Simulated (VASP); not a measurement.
# BN in VASP: a series of runs

The runs below take BN through single point, with PBE.

Everything below comes from runs of VASP 6.6.1. Logs are shortened: lines on timing, memory, paths and dates and some standing lists are left out, and cuts for length are marked.

### 1 The cell of the first run

It takes space group F-43m (No. 216, cubic). Conventional cell: a = 3.764 Å, b = 3.764 Å, c = 3.764 Å, α = 90.00°, β = 90.00°, γ = 90.00°. Within 2.2 Å of B (site symmetry -43m) lie 4 N at 1.63 Å. N (site symmetry -43m) has 4 B at 1.63 Å within 2.2 Å.

### 2 Single point, PBE (6.66 Å³/atom)

File INCAR:

```
SYSTEM = BN
PREC = Accurate
ENCUT = 600
EDIFF = 1E-6
ISMEAR = 0
SIGMA = 0.05
LREAL = .FALSE.
LASPH = .TRUE.
NELM = 120
ALGO = Normal
ISIF = 2
LWAVE = .FALSE.
LCHARG = .TRUE.
GGA = PE
LELF = .TRUE.
LVHAR = .TRUE.
NBANDS = 11
GGA_COMPAT = .FALSE.
```

File KPOINTS:

```
regular mesh
0
G
  12 12 12
  0 0 0
```

File POSCAR:

```
BN
1.0
    0.0000000000      1.8818210814      1.8818210814
    1.8818210814      0.0000000000      1.8818210814
    1.8818210814      1.8818210814      0.0000000000
B N
1 1
Direct
    0.0000000000      0.0000000000      0.0000000000
    0.7500000000      0.7500000000      0.7500000000
```

Potentials or basis: VASP PAW PBE potentials, release 64 (B, N).

Command:

```sh
$ cat potpaw_PBE.64/B/POTCAR potpaw_PBE.64/N/POTCAR > POTCAR
$ mpirun -np 1 vasp_std > vasp.out
```

OUTCAR:

```text
SYSTEM = BN
   PREC = Accurate
   ENCUT = 600
   EDIFF = 1E-6
   ISMEAR = 0
   LREAL = .FALSE.
   LASPH = .TRUE.
   NELM = 120
   ISIF = 2
   GGA = PE

 ion  position               nearest neighbor table
   1  0.000  0.000  0.000-   2 1.63   2 1.63   2 1.63   2 1.63
   2  0.750  0.750  0.750-   1 1.63   1 1.63   1 1.63   1 1.63

  LATTYP: Found a face centered cubic cell.
 ALAT       =     3.7636421628

  Lattice vectors:

 A1 = (   0.0000000000,   1.8818210814,   1.8818210814)
 A2 = (   1.8818210814,   0.0000000000,   1.8818210814)
 A3 = (   1.8818210814,   1.8818210814,   0.0000000000)

Analysis of symmetry for initial positions (statically):
=====================================================================
 Subroutine PRICEL returns:
 Original cell was already a primitive cell.

 Routine SETGRP: Setting up the symmetry group for a
 face centered cubic supercell.

 Subroutine GETGRP returns: Found 24 space group operations
 (whereof 24 operations were pure point group operations)
 out of a pool of 48 trial point group operations.

The static configuration has the point symmetry T_d .

Analysis of symmetry for dynamics (positions and initial velocities):
=====================================================================
 Subroutine PRICEL returns:
 Original cell was already a primitive cell.

 Routine SETGRP: Setting up the symmetry group for a
 face centered cubic supercell.

 Subroutine GETGRP returns: Found 24 space group operations
 (whereof 24 operations were pure point group operations)
 out of a pool of 48 trial point group operations.

The dynamic configuration has the point symmetry T_d .

 Subroutine INISYM returns: Found 24 space group operations
 (whereof 24 operations are pure point group operations),
 and found     1 'primitive' translations

----------------------------------------------------------------------------------------

                                     Primitive cell

  volume of cell :      13.3280

  direct lattice vectors                    reciprocal lattice vectors
     0.000000000  1.881821081  1.881821081    -0.265700074  0.265700074  0.265700074
     1.881821081  0.000000000  1.881821081     0.265700074 -0.265700074  0.265700074
     1.881821081  1.881821081  0.000000000     0.265700074  0.265700074 -0.265700074

  length of vectors
     2.661296895  2.661296895  2.661296895     0.460206027  0.460206027  0.460206027

  position of ions in fractional coordinates (direct lattice)
     0.000000000  0.000000000  0.000000000
     0.750000000  0.750000000  0.750000000

  ion indices of the primitive-cell ions
   primitive index   ion index
                 1           1
                 2           2

----------------------------------------------------------------------------------------

 KPOINTS: regular mesh

Automatic generation of k-mesh.
 Grid dimensions read from file:
 generate k-points for:   12   12   12

 Generating k-lattice:

  Cartesian coordinates                     Fractional coordinates (reciprocal lattice)
    -0.022141673  0.022141673  0.022141673     0.083333333  0.000000000  0.000000000
     0.022141673 -0.022141673  0.022141673     0.000000000  0.083333333  0.000000000
     0.022141673  0.022141673 -0.022141673     0.000000000  0.000000000  0.083333333

  Length of vectors
     0.038350502  0.038350502  0.038350502

  Shift w.r.t. Gamma in fractional coordinates (k-lattice)
     0.000000000  0.000000000  0.000000000

 Subroutine IBZKPT returns following result:
 ===========================================

 Found     72 irreducible k-points:

 Following reciprocal coordinates:
            Coordinates               Weight
  0.000000  0.000000  0.000000      1.000000
  0.083333  0.000000  0.000000      8.000000
  0.166667  0.000000  0.000000      8.000000
  0.250000  0.000000  0.000000      8.000000
  0.333333  0.000000  0.000000      8.000000
  0.416667  0.000000  0.000000      8.000000
[... 16 lines left out ...]
  0.500000  0.166667  0.000000     24.000000
 -0.416667  0.166667  0.000000     24.000000
 [... further k-points ...]
   k-points           NKPTS =     72   k-points in BZ     NKDIM =     72   number of bands    NBANDS=     11
   number of dos      NEDOS =    301   number of ions     NIONS =      2
   total plane-waves  NPLWV =  13824
   dimension x,y,z NGX =    24 NGY =   24 NGZ =   24
   dimension x,y,z NGXF=    48 NGYF=   48 NGZF=   48
   ions per type =               1   1
   NGX,Y,Z   is equivalent  to a cutoff of  14.99, 14.99, 14.99 a.u.
   NGXF,Y,Z  is equivalent  to a cutoff of  29.98, 29.98, 29.98 a.u.
 SYSTEM =  BN
   PREC   = accura    normal or accurate (medium, high low for compatibility)
   ISTART =      0    job   : 0-new  1-cont  2-samecut
   ICHARG =      2    charge: 1-file 2-atom 10-const
   ISPIN  =      1    spin polarized calculation?
   LNONCOLLINEAR =      F non collinear calculations
   LSORBIT =      F    spin-orbit coupling
   LASPH  =      T    aspherical Exc in radial PAW
   ENCUT  =  600.0 eV  44.10 Ry    6.64 a.u.   5.32  5.32  5.32*2*pi/ulx,y,z
   NELM   =    120;   NELMIN=  2; NELMDL= -5     # of ELM steps
   EDIFF  = 0.1E-05   stopping-criterion for ELM
   LREAL  =      F    real-space projection
   EDIFFG = 0.1E-04   stopping-criterion for IOM
   NSW    =      0    number of steps for IOM
   IBRION =     -1    ionic relax: 0-MD 1-quasi-New 2-CG
   NFREE  =      0    steps in history (QN), initial steepest desc. (CG)
   ISIF   =      2    stress and relaxation
   ISYM   =      2    0-nonsym 1-usesym 2-fastsym
   POTIM  = 0.5000    time-step for ionic-motion
   TEBEG  =    0.0;   TEEND  =   0.0 temperature during run
   PSTRESS=    0.0 pullay stress
   NELECT =       8.0000    total number of electrons
   NUPDOWN=      -1.0000    fix difference up-down
   EMIN   =  10.00;   EMAX   =-10.00  energy-range for DOS
   EFERMI =   0.00;   METHOD = LEGACY
   ISMEAR =     0;   SIGMA  =   0.05  broadening in eV -4-tet -1-fermi 0-gaus
   EFERMI_NEDOS =   21; number of points for ismear=-14 and -15
   IALGO  =     38    algorithm
   IMIX   =      4    mixing-type and parameters
     AMIX     =   0.40;   BMIX     =  1.00
     AMIX_MAG =   1.60;   BMIX_MAG =  1.00
  volume/ion in A,a.u.               =       6.66        44.97
  Fermi-wavevector in a.u.,A,eV,Ry     =   1.380967  2.609648 25.947244  1.907069
  Thomas-Fermi vector in A             =   2.505795
   LORBIT       =      0    0 simple, 1 ext, 2 COOP (PROOUT), +10 PAW based schemes
   GGA     = PE    functional components
   LHFCALC =     F    Hartree Fock is set to
   AEXX    =    0.0000 exact exchange contribution
   IVDW    =     0    specifies the selected vdW correction
   LEPSILON=     F    determine dielectric tensor
   LRPA    =     F    only Hartree local field effects (RPA)
 non-spin polarized calculation
 Gauss-broadening in eV      SIGMA  =   0.05
  energy-cutoff  :      600.00
  volume of cell :       13.33
 maximum number of plane-waves:       459
 NGX is ok and might be reduce to    24
   NGX = 11   NGY = 11   NGZ = 11

 number of electron       8.0000000 magnetization

 Free energy of the ion-electron system (eV)
  ---------------------------------------------------
  ext. energy  EPLUGINS =         0.00000000
  ---------------------------------------------------
  free energy    TOTEN  =       -17.29200673 eV

  energy without entropy =      -17.29200673  energy(sigma->0) =      -17.29200673

 E-fermi :   6.2554     XC(G=0): -12.2349

 val. band max:        5.9851838299   @ k =   0.0000   0.0000   0.0000
 cond. band min:      10.3057672865   @ k =   0.5000   0.5000   0.0000
 fundamental gap:      4.3205834566
 Fermi energy:         6.2553765121

 k-point     1 :       0.0000    0.0000    0.0000
  band No.  band energies     occupation
      1     -12.9367      2.00000
      2       5.9852      2.00000
      3       5.9852      2.00000
      4       5.9852      2.00000
      5      14.2314      0.00000
      6      14.2314      0.00000
      7      14.2314      0.00000
      8      14.4387      0.00000
      9      28.5458      0.00000
     10      32.3226      0.00000
     11      32.3226      0.00000

 k-point     2 :       0.0833    0.0000    0.0000
  band No.  band energies     occupation
      1     -12.7840      2.00000
      2       5.1372      2.00000
      3       5.8272      2.00000
      4       5.8272      2.00000
      5      14.1649      0.00000
      6      14.4706      0.00000
      7      14.4706      0.00000
      8      15.2125      0.00000
      9      28.5408      0.00000
     10      30.3155      0.00000
     11      30.3155      0.00000

 k-point     3 :       0.1667    0.0000    0.0000
  band No.  band energies     occupation
      1     -12.3333      2.00000
      2       3.2044      2.00000
      3       5.4400      2.00000
      4       5.4400      2.00000
      5      14.2418      0.00000
      6      15.0333      0.00000
      7      15.0333      0.00000
      8      16.6356      0.00000
      9      28.3569      0.00000
     10      28.8879      0.00000
     11      28.8879      0.00000

 k-point     4 :       0.2500    0.0000    0.0000
  band No.  band energies     occupation
      1     -11.6102      2.00000
      2       0.9560      2.00000
      3       4.9891      2.00000
      4       4.9891      2.00000
      5      14.3706      0.00000
      6      15.5921      0.00000
      7      15.5921      0.00000
      8      18.0336      0.00000
      9      27.9382      0.00000
     10      28.4734      0.00000
     11      28.4734      0.00000
[... 239 lines left out ...]
 k-point    22 :       0.4167    0.1667    0.0000
  band No.  band energies     occupation
      1      -9.8992      2.00000
      2      -1.4733      2.00000
      3       3.1265      2.00000
      4       3.3784      2.00000
      5      13.8692      0.00000
      6      16.9670      0.00000
      7      17.8570      0.00000
      8      18.5808      0.00000
      9      24.9883      0.00000
     10      29.9991      0.00000
     11      32.6411      0.00000

 k-point    23 :       0.5000    0.1667    0.0000
  band No.  band energies     occupation
      1      -9.0963      2.00000
      2      -2.8091      2.00000
      3       2.6024      2.00000
      4       3.4383      2.00000
      5      14.2184      0.00000
      6      16.9063      0.00000
      7      17.6732      0.00000
      8      19.6699      0.00000
      9      25.3470      0.00000
     10      30.1143      0.00000
     11      31.8534      0.00000

 k-point    24 :      -0.4167    0.1667    0.0000
  band No.  band energies     occupation
      1      -8.9503      2.00000
      2      -3.0292      2.00000
      3       2.2479      2.00000
      4       3.7140      2.00000
      5      14.6293      0.00000
      6      16.7740      0.00000
      7      17.3273      0.00000
      8      20.1496      0.00000
      9      25.6220      0.00000
     10      29.8911      0.00000
     11      30.3613      0.00000

 [... further k-points ...]
[... 5 lines left out ...]
  --------------------------------------------------------------------------------------
  -------------------------------------------------------------------------------------
  Total       -2.8496658     -2.8496658     -2.8496658      0.0000000      0.0000000     -0.0000000
  in kB     -342.5622765   -342.5622765   -342.5622765      0.0000000      0.0000000     -0.0000000
  external PRESSURE =    -342.5622765 kB  Pullay stress =       0.0000000 kB

 VOLUME and BASIS-vectors are now :
 -----------------------------------------------------------------------------
  energy-cutoff  :      600.00
  volume of cell :       13.33
      direct lattice vectors                 reciprocal lattice vectors
     0.000000000  1.881821081  1.881821081    -0.265700074  0.265700074  0.265700074
     1.881821081  0.000000000  1.881821081     0.265700074 -0.265700074  0.265700074
     1.881821081  1.881821081  0.000000000     0.265700074  0.265700074 -0.265700074

 POSITION                                       TOTAL-FORCE (eV/Angst)
 -----------------------------------------------------------------------------------
      0.00000      0.00000      0.00000        -0.000000      0.000000      0.000000
      2.82273      2.82273      2.82273         0.000000     -0.000000     -0.000000
 -----------------------------------------------------------------------------------
    total drift:                               -0.000000     -0.000000     -0.000000

  FREE ENERGIE OF THE ION-ELECTRON SYSTEM (eV)
  ---------------------------------------------------
  free  energy   TOTEN  =       -17.2920067344 eV

  energy  without entropy=      -17.2920067344  energy(sigma->0) =      -17.29200673
```

It took 5.3 s on 1 thread of Intel Xeon 6975P-C (Granite Rapids), shared host; peak memory 0.14 GiB.

Results:

| Property | Result |
| --- | --- |
| Free energy | -17.2920 eV |
| Pressure | -34.3 GPa |
| Band gap on the k mesh | 4.32 eV (least direct gap 8.25 eV) |

Caveat: the cell stands under tension. A k mesh can miss the band edges.

(Continued in part 2 of 2.)
